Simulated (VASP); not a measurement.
# MgS (I-4m2) in VASP: notebook, part 2 of 2

VASP 6.6.1. The steps go on from the part before.

### 4 Single point, LDA (strain +0.030 along x and y, -0.030 along z)

Contents of INCAR:

```
PREC     = Accurate       # precision mode
ENCUT    = 520            # plane-wave cutoff, eV
EDIFF    = 1E-6           # SCF threshold, eV
ISMEAR   = 0              # smearing method
SIGMA    = 0.05           # smearing width, eV
LREAL    = False          # projectors in reciprocal space
LASPH    = True           # aspherical terms in the spheres
NELM     = 100            # most SCF steps
ALGO     = Normal         # electronic algorithm
ISIF     = 2              # what is computed and relaxed
LWAVE    = False          # write WAVECAR
LCHARG   = False          # write CHGCAR
NBANDS   = 11             # bands
```

Contents of KPOINTS:

```
Automatic mesh
0
Gamma
  8 8 8
```

Contents of POSCAR:

```
MgS
1.0
    0.0000000000      2.9181136482      2.7481264454
    2.9181136482      0.0000000000      2.7481264454
    2.9181136482      2.9181136482      0.0000000000
Mg S
1 1
Direct
    0.0000000000      0.0000000000      0.0000000000
    0.7500000000      0.7500000000      0.7500000000
```

Potentials or basis: VASP PAW LDA potentials, release 64 (Mg, S).

Launch:

```bash
$ cat potpaw_LDA.64/Mg/POTCAR potpaw_LDA.64/S/POTCAR > POTCAR
$ mpirun -np 1 vasp_std > vasp.out
```

OUTCAR:

```text
PREC = Accurate
   ENCUT = 520
   EDIFF = 1E-6
   ISMEAR = 0
   LREAL = False
   LASPH = True
   NELM = 100
   ISIF = 2

 ion  position               nearest neighbor table
   1  0.000  0.000  0.000-   2 2.48   2 2.48   2 2.48   2 2.48
   2  0.750  0.750  0.750-   1 2.48   1 2.48   1 2.48   1 2.48

  LATTYP: Found a body centered tetragonal cell.
 ALAT       =     4.1268358978
 C/A-ratio  =     1.3318321898

  Lattice vectors:

 A1 = (   0.0000000000,  -2.9181136482,  -2.7481264454)
 A2 = (   0.0000000000,   2.9181136482,  -2.7481264454)
 A3 = (   2.9181136482,   0.0000000000,   2.7481264454)

Analysis of symmetry for initial positions (statically):
=====================================================================
 Subroutine PRICEL returns:
 Original cell was already a primitive cell.

 Routine SETGRP: Setting up the symmetry group for a
 body centered tetragonal supercell.

 Subroutine GETGRP returns: Found  8 space group operations
 (whereof  8 operations were pure point group operations)
 out of a pool of 16 trial point group operations.

The static configuration has the point symmetry D_2d.

Analysis of symmetry for dynamics (positions and initial velocities):
=====================================================================
 Subroutine PRICEL returns:
 Original cell was already a primitive cell.

 Routine SETGRP: Setting up the symmetry group for a
 body centered tetragonal supercell.

 Subroutine GETGRP returns: Found  8 space group operations
 (whereof  8 operations were pure point group operations)
 out of a pool of 16 trial point group operations.

The dynamic configuration has the point symmetry D_2d.

 Subroutine INISYM returns: Found  8 space group operations
 (whereof  8 operations are pure point group operations),
 and found     1 'primitive' translations

----------------------------------------------------------------------------------------

                                     Primitive cell

  volume of cell :      46.8027

[... 112 lines left out ...]
   LORBIT       =      0    0 simple, 1 ext, 2 COOP (PROOUT), +10 PAW based schemes
   GGA     = CA    functional components
   LHFCALC =     F    Hartree Fock is set to
   AEXX    =    0.0000 exact exchange contribution
   IVDW    =     0    specifies the selected vdW correction
   LEPSILON=     F    determine dielectric tensor
   LRPA    =     F    only Hartree local field effects (RPA)
 non-spin polarized calculation
 Gauss-broadening in eV      SIGMA  =   0.05
  energy-cutoff  :      520.00
  volume of cell :       46.80
 maximum number of plane-waves:      1274
 NGX is ok and might be reduce to    30
   NGX = 15   NGY = 15   NGZ = 15

 number of electron       8.0000001 magnetization

 Free energy of the ion-electron system (eV)
  ---------------------------------------------------
  ext. energy  EPLUGINS =         0.00000000
  ---------------------------------------------------
  free energy    TOTEN  =        -9.34420636 eV

  energy without entropy =       -9.34420636  energy(sigma->0) =       -9.34420636

 E-fermi :   1.0334     XC(G=0):  -8.6466

 val. band max:        0.8009994285   @ k =   0.0000   0.0000   0.0000
 cond. band min:       3.7377104903   @ k =   0.0000   0.0000   0.0000
 fundamental gap:      2.9367110618
 Fermi energy:         1.0333944025

 k-point     1 :       0.0000    0.0000    0.0000
  band No.  band energies     occupation
      1     -10.4296      2.00000
      2       0.6648      2.00000
      3       0.6648      2.00000
      4       0.8010      2.00000
      5       3.7377      0.00000
      6       8.3954      0.00000
      7       8.3954      0.00000
      8       8.4333      0.00000
      9      10.8991      0.00000
     10      11.7933      0.00000
     11      13.7405      0.00000
[... 309 lines left out ...]
 k-point    24 :       0.3750    0.0000    0.1250
  band No.  band energies     occupation
      1      -9.9129      2.00000
      2      -1.7501      2.00000
      3       0.1206      2.00000
      4       0.3549      2.00000
      5       5.8853      0.00000
      6       7.4705      0.00000
      7       8.4005      0.00000
      8       9.0692      0.00000
      9      11.1780      0.00000
     10      12.6069      0.00000
     11      13.4640      0.00000

 [... further k-points ...]
[... 5 lines left out ...]
  --------------------------------------------------------------------------------------
  -------------------------------------------------------------------------------------
  Total       -1.2941289     -1.2941289     -0.9433180      0.0000000      0.0000000     -0.0000000
  in kB      -44.3013563    -44.3013563    -32.2921956      0.0000000      0.0000000     -0.0000000
  external PRESSURE =     -40.2983027 kB  Pullay stress =       0.0000000 kB

 VOLUME and BASIS-vectors are now :
 -----------------------------------------------------------------------------
  energy-cutoff  :      520.00
  volume of cell :       46.80
      direct lattice vectors                 reciprocal lattice vectors
     0.000000000  2.918113648  2.748126445    -0.171343567  0.171343567  0.181942138
     2.918113648  0.000000000  2.748126445     0.171343567 -0.171343567  0.181942138
     2.918113648  2.918113648  0.000000000     0.171343567  0.171343567 -0.181942138

 POSITION                                       TOTAL-FORCE (eV/Angst)
 -----------------------------------------------------------------------------------
      0.00000      0.00000      0.00000         0.000000      0.000000      0.000000
      4.37717      4.37717      4.12219        -0.000000     -0.000000     -0.000000
 -----------------------------------------------------------------------------------
    total drift:                                0.000001      0.000001     -0.000001

  FREE ENERGIE OF THE ION-ELECTRON SYSTEM (eV)
  ---------------------------------------------------
  free  energy   TOTEN  =        -9.3442063611 eV

  energy  without entropy=       -9.3442063611  energy(sigma->0) =       -9.34420636
```

Wall time 34 s (1 thread of AMD EPYC 7R13, shared host); peak memory 0.14 GiB.

What came out:

- Free energy: -9.3442 eV
- Pressure: -4.0 GPa
- Band gap on the k mesh: 2.94 eV, direct

Stress tensor (GPa, compression positive):
```
-4.43  0.00  0.00
 0.00 -4.43  0.00
 0.00  0.00 -3.23
```

Levels at points of the mesh, in eV from the valence-band top:
| k point | band 1 | band 2 | band 3 | band 4 | band 5 | band 6 | band 7 | band 8 |
| --- | --- | --- | --- | --- | --- | --- | --- | --- |
| (0.00, 0.00, 0.00) | -11.23 | -0.14 | -0.14 | 0.00 | 2.94 | 7.59 | 7.59 | 7.63 |
| (0.50, 0.00, 0.00) | -10.57 | -3.20 | -0.55 | -0.28 | 4.62 | 7.05 | 7.67 | 8.14 |
| (0.50, 0.50, 0.00) | -10.30 | -2.70 | -1.29 | -1.29 | 3.52 | 4.99 | 10.93 | 11.49 |
| (0.50, 0.00, 0.50) | -10.39 | -2.99 | -1.03 | -1.01 | 3.64 | 5.45 | 10.24 | 11.19 |

Caveat: the cell differs from its parent crystal (strain +0.030 along x and y, -0.030 along z).

### 5 Overview

| cell | gap on the mesh (eV) | pressure (GPa) |
| --- | --- | --- |
| a = 4.038, b = 4.038, c = 4.127 Å, angles 59.3, 59.3, 61.5°, 2 atoms | 2.89 | -4.7 |
| a = 3.978, b = 3.978, c = 4.067 Å, angles 59.3, 59.3, 61.5°, 2 atoms | 3.11 | -2.5 |
| a = 4.008, b = 4.008, c = 4.127 Å, angles 59.0, 59.0, 62.0°, 2 atoms | 2.94 | -4.0 |

Alike in all rows: task single point; level LDA; potentials or basis VASP PAW LDA potentials, release 64 (Mg, S); no spin polarisation; k mesh 8 × 8 × 8; cutoff (eV) 520; smearing gaussian 0.05 eV.

Total energies depend on the potentials used, so only differences within one code and one set of settings carry meaning.
